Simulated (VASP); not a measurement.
A run of VASP 6.6.1 is set up as follows.

The input INCAR:

```
SYSTEM = Pb
ALGO = Fast
EDIFF = 1E-6
ENCUT = 520
ISIF = 2
ISMEAR = 0
LASPH = .True.
LCHARG = .True.
LELF = .True.
LREAL = .False.
LVHAR = .True.
LWAVE = .False.
NBANDS = 13
NELM = 100
PREC = Accurate
SIGMA = 0.15
```

KPOINTS

```
k-points
0
Gamma
  16 16 16
  0 0 0
```

Contents of POSCAR:

```
Pb
1.0
    0.0000000000      2.4698000000      2.4698000000
    2.5809410000      0.0000000000      2.4698000000
    2.5809410000      2.4698000000      0.0000000000
Pb
1
Direct
    0.0000000000      0.0000000000      0.0000000000
```

Potentials or basis: VASP PAW LDA potentials, release 64 (Pb_d).

The run is started by

```console
$ cat potpaw_LDA.64/Pb_d/POTCAR > POTCAR
$ mpirun -np 1 vasp_std > vasp.out
```

Estimate the band gap on the k mesh.

zero (band 7 reaches 13.63 eV, above the bottom of band 8 at 4.86 eV).

Predict the pressure.

-3.4 GPa.

Stress tensor (GPa, compression positive):
```
-3.82  0.00  0.00
 0.00 -3.26  0.00
 0.00  0.00 -3.26
```

Caveat: the cell differs from its parent crystal (strain +0.0450 x Voigt [1, 0, 0, 0, 0, 0]); spin-orbit coupling is left out, which moves the levels of the heavy elements.
